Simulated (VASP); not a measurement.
Runs of VASP 6.6.1 on Te. The structure is that of space group R-3m (No. 166), or close to it. The cells are those of the table. 

```csv
cell,gap on the mesh (eV),pressure (GPa)
"a = 3.049 Å, angles 95.0°, 1 atom",none,7.2
"a = 3.173 Å, angles 93.4°, 1 atom",none,-1.3
"a = 3.182 Å, angles 96.0°, 1 atom",none,(a)
"a = 3.233 Å, angles 94.5°, 1 atom",none,-3.9
"a = 3.219 Å, angles 92.9°, 1 atom",none,(b)
```

Alike in all rows: task single point; level PBEsol; potentials or basis VASP PAW PBE potentials, release 64 (Te); no spin polarisation; k mesh 15 × 15 × 15; cutoff (eV) 520; smearing gaussian 0.1 eV.

Q: Estimate the missing entries.

A: (a) -1.8; (b) -3.4.

Caveats: the PAW data sets were made with another functional, which shifts forces and pressure a little; spin-orbit coupling is left out, which moves the levels of the heavy elements; the cell stands under tension (at least some runs); the cell stands under pressure (at least some runs).

A k mesh can miss the band edges, and the runs leave out spin-orbit coupling on Te.

A gap of «none» marks levels without a gap at the run's occupations.
